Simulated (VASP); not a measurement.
# Ta2N (P-3m1) in VASP: a series of runs, part 2 of 2

VASP 6.6.1.

**3. Single point, PBE, collinear spin**

INCAR

```
SYSTEM = Ta2N
PREC = Accurate ; ENCUT = 520
EDIFF = 1E-7 ; ISMEAR = 0
SIGMA = 0.1 ; LREAL = .False.
LASPH = .True. ; NELM = 150
ALGO = Normal ; ISIF = 2
LWAVE = .False. ; LCHARG = .True.
ISPIN = 2 ; MAGMOM = 1 1 0
LORBIT = 11 ; LMAXMIX = 4
GGA = PE ; LELF = .True.
LVHAR = .True. ; NBANDS = 24
```

KPOINTS

```
Automatic mesh
0
Gamma
  6 6 4
  0 0 0
```

POSCAR

```
Ta2N
1.0
    3.1128615060      0.0000000000      0.0000000000
   -1.5564307530      2.6958171426      0.0000000000
    0.0000000000      0.0000000000      4.8698410000
Ta N
2 1
Direct
    0.6666666700      0.3333333300      0.7452890000
    0.3333333300      0.6666666700      0.2547110000
    0.0000000000      0.0000000000      0.0000000000
```

Potentials or basis: VASP PAW PBE potentials, release 64 (Ta_pv, N).

Command:

```bash
$ cat potpaw_PBE.64/Ta_pv/POTCAR potpaw_PBE.64/N/POTCAR > POTCAR
$ mpirun -np 1 vasp_std > vasp.out
```

OUTCAR:

```text
SYSTEM = Ta2N
   PREC = Accurate
   ENCUT = 520
   EDIFF = 1E-7
   ISMEAR = 0
   LREAL = .False.
   LASPH = .True.
   NELM = 150
   ISIF = 2
   ISPIN = 2
   LORBIT = 11
   GGA = PE

 ion  position               nearest neighbor table
   1  0.667  0.333  0.745-   3 2.18   3 2.18   3 2.18   2 2.99   2 2.99   2 2.99   2 3.06   2 3.06
                             2 3.06
   2  0.333  0.667  0.255-   3 2.18   3 2.18   3 2.18   1 2.99   1 2.99   1 2.99   1 3.06   1 3.06
                             1 3.06
   3  0.000  0.000  0.000-   1 2.18   2 2.18   2 2.18   1 2.18   1 2.18   2 2.18

  LATTYP: Found a hexagonal cell.
 ALAT       =     3.1128615060
 C/A-ratio  =     1.5644258476

  Lattice vectors:

 A1 = (   3.1128615060,   0.0000000000,   0.0000000000)
 A2 = (  -1.5564307530,   2.6958171426,   0.0000000000)
 A3 = (   0.0000000000,   0.0000000000,   4.8698410000)

Analysis of symmetry for initial positions (statically):
=====================================================================
[... 1497 lines left out ...]

------------------------ aborting loop because EDIFF is reached ----------------------------------------

  FORCE on cell =-STRESS in cart. coord.  units (eV):
  Direction    XX          YY          ZZ          XY          YZ          ZX
  --------------------------------------------------------------------------------------
  -------------------------------------------------------------------------------------
  Total       -0.2379313     -0.2379313     -0.1121947      0.0000000     -0.0000000      0.0000000
  in kB       -9.3281840     -9.3281840     -4.3986332      0.0000000     -0.0000000      0.0000000
  external PRESSURE =      -7.6850004 kB  Pullay stress =       0.0000000 kB

 VOLUME and BASIS-vectors are now :
 -----------------------------------------------------------------------------
  energy-cutoff  :      520.00
  volume of cell :       40.87
      direct lattice vectors                 reciprocal lattice vectors
     3.112861506  0.000000000  0.000000000     0.321247829  0.185472520  0.000000000
    -1.556430753  2.695817143  0.000000000     0.000000000  0.370945041  0.000000000
     0.000000000  0.000000000  4.869841000     0.000000000  0.000000000  0.205345513

 POSITION                                       TOTAL-FORCE (eV/Angst)
 -----------------------------------------------------------------------------------
      1.55643      0.89861      3.62944         0.000000     -0.000000      0.236261
     -0.00000      1.79721      1.24040        -0.000000      0.000000     -0.236261
      0.00000      0.00000      0.00000         0.000000      0.000000      0.000000
 -----------------------------------------------------------------------------------
    total drift:                               -0.000000     -0.000000      0.000000

  FREE ENERGIE OF THE ION-ELECTRON SYSTEM (eV)
  ---------------------------------------------------
  free  energy   TOTEN  =       -34.3769321817 eV

  energy  without entropy=      -34.3708114479  energy(sigma->0) =      -34.37387181

 total charge

# of ion       s       p       d       tot
------------------------------------------
    1        0.312   6.220   2.344   8.876
    2        0.312   6.220   2.344   8.876
    3        1.244   2.503   0.000   3.747
--------------------------------------------------
tot          1.868  14.943   4.689  21.499

 magnetization (x)

# of ion       s       p       d       tot
------------------------------------------
    1       -0.000  -0.000  -0.000  -0.000
    2       -0.000  -0.000  -0.000  -0.000
    3       -0.000   0.000   0.000   0.000
--------------------------------------------------
tot         -0.000   0.000  -0.000  -0.000
```

OSZICAR:

```text
N       E                     dE             d eps       ncg     rms          rms(c)
DAV:   1     0.215179334664E+03    0.21518E+03   -0.14359E+04  2304   0.115E+03
DAV:   2    -0.289538631506E+02   -0.24413E+03   -0.23433E+03  2704   0.355E+02
DAV:   3    -0.373825816290E+02   -0.84287E+01   -0.83428E+01  2792   0.621E+01
DAV:   4    -0.374429098660E+02   -0.60328E-01   -0.60314E-01  2592   0.572E+00
DAV:   5    -0.374433563177E+02   -0.44645E-03   -0.44644E-03  2824   0.459E-01    0.270E+01
DAV:   6    -0.347202689035E+02    0.27231E+01   -0.10295E+01  2752   0.210E+01    0.121E+01
DAV:   7    -0.344479288879E+02    0.27234E+00   -0.12947E+00  2624   0.761E+00    0.729E+00
DAV:   8    -0.343825908233E+02    0.65338E-01   -0.26213E-01  2776   0.364E+00    0.122E+00
DAV:   9    -0.343780520678E+02    0.45388E-02   -0.12007E-02  2744   0.711E-01    0.443E-01
DAV:  10    -0.343770399829E+02    0.10121E-02   -0.17189E-03  2848   0.306E-01    0.194E-01
DAV:  11    -0.343769685317E+02    0.71451E-04   -0.36197E-04  2960   0.162E-01    0.539E-02
DAV:  12    -0.343769454374E+02    0.23094E-04   -0.62067E-05  2680   0.698E-02    0.228E-02
DAV:  13    -0.343769378604E+02    0.75770E-05   -0.94128E-06  2736   0.269E-02    0.972E-03
DAV:  14    -0.343769329806E+02    0.48798E-05   -0.69345E-07  2744   0.812E-03    0.446E-03
DAV:  15    -0.343769323226E+02    0.65805E-06   -0.24253E-07  2504   0.385E-03    0.101E-03
DAV:  16    -0.343769321904E+02    0.13216E-06   -0.24374E-08  1568   0.124E-03    0.300E-04
DAV:  17    -0.343769321817E+02    0.86848E-08   -0.44541E-09  1536   0.497E-04
   1 F= -.34376932E+02 E0= -.34373872E+02  d E =-.612073E-02  mag=     0.0000
```

stdout:

```text
POSCAR found type information on POSCAR TaN
 POSCAR found :  2 types and       3 ions
 scaLAPACK will be used
 LDA part: xc-table for (Slater+PW92), standard interpolation
 POSCAR, INCAR and KPOINTS ok, starting setup
 FFT: planning ... GRIDC
 FFT: planning ... GRID_SOFT
 FFT: planning ... GRID
 WAVECAR not read
 entering main loop
```

It took 28 s on 1 thread of Intel Xeon Platinum 8488C (Sapphire Rapids), shared host; peak memory 0.19 GiB.

What came out:

| Property | Result |
| --- | --- |
| Free energy | -34.3769 eV |
| Pressure | -0.8 GPa |
| Largest force | 0.236 eV/Å |
| Net moment | 0.00 μB per cell |
| Valence electrons inside the program's atomic spheres | Ta 8.88; N 3.75 |

Forces in eV/Å, atoms in the order of the input:
```
Ta   0.000  0.000  0.236
Ta   0.000  0.000 -0.236
N    0.000  0.000  0.000
```

Stress tensor (GPa, compression positive):
```
-0.93  0.00  0.00
 0.00 -0.93  0.00
 0.00  0.00 -0.44
```

Caveat: the k points lie up to 0.39 Å⁻¹ apart; spin-orbit coupling is left out, which moves the levels of the heavy elements.

**4. Single point, PBE**

This run uses another cell than the first one, of 13.55 Å³/atom.

INCAR

```
SYSTEM = Ta2N
ALGO = Normal
EDIFF = 1E-6
ENCUT = 520
GGA = PE
ISIF = 2
ISMEAR = 0
LASPH = .TRUE.
LCHARG = .FALSE.
LREAL = .FALSE.
LWAVE = .FALSE.
NBANDS = 20
NELM = 100
PREC = Accurate
SIGMA = 0.1
```

KPOINTS

```
k-points
0
G
  18 18 10
  0 0 0
```

POSCAR

```
Ta2N
1.0
    3.1011263898      0.0000000000      0.0000000000
   -1.5505631949      2.6856542339      0.0000000000
    0.0000000000      0.0000000000      4.8819494998
Ta N
2 1
Direct
    0.6666666667      0.3333333333      0.7449004294
    0.3333333333      0.6666666667      0.2550995706
    0.0000000000      0.0000000000      0.0000000000
```

Command:

```bash
$ cat potpaw_PBE.64/Ta_pv/POTCAR potpaw_PBE.64/N/POTCAR > POTCAR
$ mpirun -np 1 vasp_std > vasp.out
```

Run time: 2 min. Hardware: 1 thread of Intel Xeon Platinum 8488C (Sapphire Rapids), shared host; peak memory 0.35 GiB.

The run converged. Its results:

```yaml
Free_energy: -34.3868 eV
Pressure: 0.4 GPa
Largest_force: 0.045 eV/Å
Band_gap_on_the_k_mesh: zero (an odd number of electrons rules out a gap without spin polarisation)
```

Forces on the atoms (eV/Å):
```
Ta   0.000  0.000 -0.045
Ta   0.000  0.000  0.045
N    0.000  0.000  0.000
```

Levels at points of the mesh, in eV from the Fermi level:
```
           k point  band 9  band 10  band 11  band 12  band 13  band 14  band 15  band 16  band 17  band 18
(0.00, 0.00, 0.00)   -6.01    -6.01    -4.98    -0.71    -0.23    -0.23     0.26     0.33     0.33     1.15
(0.50, 0.00, 0.00)   -6.55    -6.34    -4.55    -2.61    -1.36     1.69     1.95     3.77     4.01     4.22
(0.00, 0.00, 0.50)   -6.19    -6.19    -2.92    -2.66    -1.09    -1.09     1.76     1.96     2.30     2.30
(0.50, 0.00, 0.50)   -6.70    -6.08    -3.30    -2.16    -2.11    -0.32     0.74     3.36     3.59     4.05
```

Caveat: spin-orbit coupling is left out, which moves the levels of the heavy elements.

**5. Relaxation of cell and atoms, PBE**

INCAR

```
SYSTEM = Ta2N
PREC     = Accurate       ! precision mode
ENCUT    = 600            ! plane-wave cutoff, eV
EDIFF    = 1E-7           ! SCF threshold, eV
ISMEAR   = 0              ! smearing method
SIGMA    = 0.1            ! smearing width, eV
LREAL    = .FALSE.        ! projectors in reciprocal space
LASPH    = .TRUE.         ! aspherical terms in the spheres
NELM     = 100            ! most SCF steps
ALGO     = Normal         ! electronic algorithm
ISIF     = 3              ! what is computed and relaxed
LWAVE    = .FALSE.        ! write WAVECAR
LCHARG   = .FALSE.        ! write CHGCAR
GGA      = PE             ! functional
IBRION   = 2              ! ionic algorithm
NSW      = 100            ! ionic steps
EDIFFG   = -0.01          ! ionic threshold
```

KPOINTS

```
Automatic mesh
0
G
  18 18 10
  0 0 0
```

POSCAR

```
Ta2N
1.0
    3.1128615060      0.0000000000      0.0000000000
   -1.5564307530      2.6958171426      0.0000000000
    0.0000000000      0.0000000000      4.8698410000
Ta N
2 1
Direct
    0.6666666700      0.3333333300      0.7452890000
    0.3333333300      0.6666666700      0.2547110000
    0.0000000000      0.0000000000      0.0000000000
```

Command:

```bash
$ cat potpaw_PBE.64/Ta_pv/POTCAR potpaw_PBE.64/N/POTCAR > POTCAR
$ mpirun -np 1 vasp_std > vasp.out
```

Run time: 11 min. Hardware: 1 thread of Intel Xeon Platinum 8488C (Sapphire Rapids), shared host; peak memory 0.41 GiB.

Results (log left out):

```
Free energy                           : -34.3896 eV
Relaxed volume                        : 13.57 Å³/atom
Relaxed cell                          : a = 3.101 Å, b = 3.101 Å, c = 4.887 Å, α = 90.00°, β = 90.00°, γ = 120.00°
Space group after relaxing (to 0.1 Å) : P-3m1 (No. 164)
Energy gained by relaxing             : 0.4 meV/atom
Ionic steps                           : 5
Pressure after relaxing               : 0.0 GPa
Largest force after relaxing          : 0.008 eV/Å
Band gap on the k mesh                : zero (an odd number of electrons rules out a gap without spin polarisation)
```

Forces on the atoms (eV/Å):
```
Ta   0.000  0.000 -0.008
Ta   0.000  0.000  0.008
N    0.000  0.000  0.000
```

Stress tensor (GPa, compression positive):
```
 0.03  0.00  0.00
 0.00  0.03  0.00
 0.00  0.00 -0.07
```

Step by step:
| step | energy change (eV) | largest force (eV/Å) | pressure (GPa) | volume (Å³) |
| --- | --- | --- | --- | --- |
| 1 | 0.0000 | 0.0131 | -0.94 | 40.87 |
| 2 | 0.0015 | 0.0970 | 2.33 | 40.39 |
| 3 | -0.0006 | 0.0424 | 0.20 | 40.70 |
| 4 | -0.0010 | 0.0233 | 0.08 | 40.70 |
| 5 | -0.0011 | 0.0082 | 0.00 | 40.70 |

Final structure:
```
Ta N
1.0
     3.10123    0.00000    0.00000
    -1.55062    2.68575    0.00000
     0.00000    0.00000    4.88694
Ta N
2 1
Cartesian
  1.5506 0.8952 3.6387
  0.0000 1.7905 1.2483
  0.0000 0.0000 0.0000
```

Levels at points of the mesh, in eV from the Fermi level:
```csv
k point,band 10,band 11,band 12,band 13,band 14,band 15,band 16,band 17
"(0.00, 0.00, 0.00)",-5.99,-4.99,-0.71,-0.23,-0.23,0.25,0.34,0.34
"(0.50, 0.00, 0.00)",-6.32,-4.55,-2.61,-1.36,1.67,1.95,3.77,4.01
"(0.00, 0.00, 0.50)",-6.16,-2.94,-2.66,-1.08,-1.08,1.75,1.97,2.31
"(0.50, 0.00, 0.50)",-6.06,-3.30,-2.16,-2.11,-0.34,0.73,3.37,3.61
```

Caveat: spin-orbit coupling is left out, which moves the levels of the heavy elements.

**6. The runs side by side**

```csv
task,spin,cell,k mesh,cutoff (eV),gap on the mesh (eV),pressure (GPa),largest force (eV/Å)
single point,off,"a = 3.113, b = 3.113, c = 4.870 Å, angles 90.0, 90.0, 120.0°, 3 atoms",6 × 6 × 4,520,none,-0.8,0.24
single point,collinear,"a = 3.113, b = 3.113, c = 4.870 Å, angles 90.0, 90.0, 120.0°, 3 atoms",6 × 6 × 4,520,none,-0.8,0.24
single point,off,"a = 3.101, b = 3.101, c = 4.882 Å, angles 90.0, 90.0, 120.0°, 3 atoms",18 × 18 × 10,520,none,0.4,0.04
relaxation of cell and atoms,off,"relaxed from a = 3.113, b = 3.113, c = 4.870 Å, angles 90.0, 90.0, 120.0°, 3 atoms",18 × 18 × 10,600,none,0.0,0.01
```

Alike in all rows: level PBE; potentials or basis VASP PAW PBE potentials, release 64 (Ta_pv, N); smearing gaussian 0.1 eV.

Caveats: some runs use coarse meshes; spin-orbit coupling is left out, which moves the levels of the heavy elements.

Total energies depend on the potentials used, so only differences within one code and one set of settings carry meaning.
